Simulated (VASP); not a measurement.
Runs of VASP 6.6.1 on TaAl3N4. The structure is that of space group Pm-3m (No. 221), or close to it. The cells are those of the table. 

```csv
task,spin,cell,k mesh,cutoff (eV),smearing,gap on the mesh (eV),pressure (GPa),moment (μB)
single point,off,"a = 4.714 Å, 8 atoms",4 × 4 × 4,520,gaussian 0.1 eV,none,-39.2,-
single point,collinear,"a = 4.714 Å, 8 atoms",4 × 4 × 4,520,gaussian 0.1 eV,none,-39.2,1.27
single point,off,"a = 4.218 Å, 8 atoms",10 × 10 × 10,520,gaussian 0.1 eV,none,0.1,-
single point,collinear,"a = 4.218 Å, 8 atoms",4 × 4 × 4,520,gaussian 0.1 eV,none,0.2,0.08
single point,off,"a = 4.218 Å, 8 atoms",6 × 6 × 6,520,gaussian 0.2 eV,none,(a),-
relaxation of cell and atoms,off,"relaxed from a = 4.218 Å, 8 atoms",10 × 10 × 10,600,gaussian 0.1 eV,none,0.0,-
single point,off,"a = 4.219, b = 4.222, c = 4.222 Å, 8 atoms",6 × 6 × 6,520,gaussian 0.2 eV,none,0.2,-
```

Alike in all rows: level PBE; potentials or basis VASP PAW PBE potentials, release 64 (Ta_pv, Al, N).

Problem. Fill in the values left out.

Solution. (a) 0.7.

Caveats: some runs use coarse meshes; spin-orbit coupling is left out, which moves the levels of the heavy elements; the cell stands under tension (at least some runs); the relaxation stopped at its first step, so nothing moved (at least some runs); the highest band is partly filled, so the run has too few bands (at least some runs).

A k mesh can miss the band edges, and the runs leave out spin-orbit coupling on Ta.

A gap of «none» marks levels without a gap at the run's occupations.
